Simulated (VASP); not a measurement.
Set up this calculation in VASP 6.6.1, as the native input.

```yaml
Task: single point
Functional: PBEsol
Potentials_or_basis: VASP PAW PBE potentials, release 64 (Sr_sv, Ti_sv, O)
Cutoff: 520 eV
k_mesh: 8 × 8 × 8
Occupations: gaussian, width 0.05 eV
Spin: no spin polarisation
Dipole_correction: no
Further_INCAR_settings: ALGO = Normal; EDIFF = 1e-07; NBANDS = 28
```

The structure of SrTiO3 lies in POSCAR:

```
SrTiO3
1.0
    3.8937032486      0.1011351493      0.1011351493
    0.1011351493      3.8937032486      0.1011351493
    0.1011351493      0.1011351493      3.8937032486
Sr Ti O
1 1 3
Direct
    0.0000000000      0.0000000000      0.0000000000
    0.5000000000      0.5000000000      0.5000000000
    0.0000000000      0.5000000000      0.5000000000
    0.5000000000      0.0000000000      0.5000000000
    0.5000000000      0.5000000000      0.0000000000
```

This cell differs from its parent crystal: ratio of the length along [111] to the lengths across it x 1.08, volume and fractional coordinates fixed.

The input as run:

INCAR

```
SYSTEM = SrTiO3
ALGO = Normal
EDIFF = 1E-7
ENCUT = 520
GGA = PS
ISIF = 2
ISMEAR = 0
LASPH = .TRUE.
LCHARG = .TRUE.
LELF = .TRUE.
LREAL = .FALSE.
LVHAR = .TRUE.
LWAVE = .FALSE.
NBANDS = 28
NELM = 60
PREC = Accurate
SIGMA = 0.05
```

KPOINTS

```
k-points
0
G
  8 8 8
  0 0 0
```

Potentials or basis: VASP PAW PBE potentials, release 64 (Sr_sv, Ti_sv, O).

The run is started by

```bash
$ cat potpaw_PBE.64/Sr_sv/POTCAR potpaw_PBE.64/Ti_sv/POTCAR potpaw_PBE.64/O/POTCAR > POTCAR
$ mpirun -np 1 vasp_std > vasp.out
```

It gave:

```
Pressure               : 1.0 GPa
Band gap on the k mesh : 1.61 eV, indirect (least direct gap 1.85 eV)
```

Caveat: the PAW data sets were made with another functional, which shifts forces and pressure a little.

It took 79 s on 1 thread of AMD EPYC 7R13 Processor (Zen 3), with other jobs on the host, peak memory 0.21 GiB.
